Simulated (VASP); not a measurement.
A run of VASP 6.6.1 is set up as follows.

The input INCAR:

```
SYSTEM = Te2Mo
PREC = Accurate
ENCUT = 520
EDIFF = 1E-7
ISMEAR = 0
SIGMA = 0.05
LREAL = .False.
LASPH = .True.
NELM = 100
ALGO = Normal
ISIF = 2
LWAVE = .False.
LCHARG = .False.
GGA = PE
IVDW = 12
NBANDS = 20
```

File KPOINTS:

```
regular mesh
0
Gamma
  9 9 4
  0 0 0
```

Contents of POSCAR:

```
Te2Mo
1.0
    3.5358769669      0.0000000000      0.0000000000
   -1.7679384835      3.0621592780      0.0000000000
    0.0000000000      0.0000000000      7.4469025423
Te Mo
2 1
Direct
    0.3333333333      0.6666666667      0.7614144829
    0.3333333333      0.6666666667      0.2385855171
    0.0000000000      0.0000000000      0.0000000000
```

Potentials or basis: VASP PAW PBE potentials, release 64 (Te, Mo_sv).

Command:

```bash
$ cat potpaw_PBE.64/Te/POTCAR potpaw_PBE.64/Mo_sv/POTCAR > POTCAR
$ mpirun -np 1 vasp_std > vasp.out
```

(1) Predict the largest force.

(2) Predict the pressure.

Results:

(1) 0.348 eV/Å.

(2) 0.7 GPa.

Caveat: the cell differs from its parent crystal (mode 5 frozen in at +0.000 Å, strain +e along z and -e/2 along x and y -0.0233).
